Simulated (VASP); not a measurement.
Input of a VASP 6.6.1 run:

File INCAR:

```
ALGO = Fast ; EDIFF = 1E-6
ENCUT = 520 ; GGA = PS
ISIF = 2 ; ISMEAR = 0
ISPIN = 2 ; LASPH = T
LCHARG = F ; LMAXMIX = 4
LORBIT = 11 ; LREAL = F
LWAVE = F ; MAGMOM = 0.6 0.6 0.6 0
NBANDS = 32 ; NELM = 150
NUPDOWN = 1.8 ; PREC = Accurate
SIGMA = 0.15
```

Contents of KPOINTS:

```
k-points
0
Gamma
  12 12 12
```

The input POSCAR:

```
Ti3Al
1.0
    0.0000000000      3.0521976457      3.0521976457
    3.0521976457      0.0000000000      3.0521976457
    3.0521976457      3.0521976457      0.0000000000
Ti Al
3 1
Direct
    0.7500000000      0.7500000000      0.7500000000
    0.2500000000      0.2500000000      0.2500000000
    0.0000000000      0.0000000000      0.0000000000
    0.5000000000      0.5000000000      0.5000000000
```

Potentials or basis: VASP PAW PBE potentials, release 64 (Ti_sv, Al).

Command:

```console
$ cat potpaw_PBE.64/Ti_sv/POTCAR potpaw_PBE.64/Al/POTCAR > POTCAR
$ mpirun -np 1 vasp_std > vasp.out
```

Q: What does it give for the pressure?

A: 20.4 GPa.

Caveat: the cell stands under pressure; the PAW data sets were made with another functional, which shifts forces and pressure a little; the total moment is fixed, so each spin has its own Fermi level.
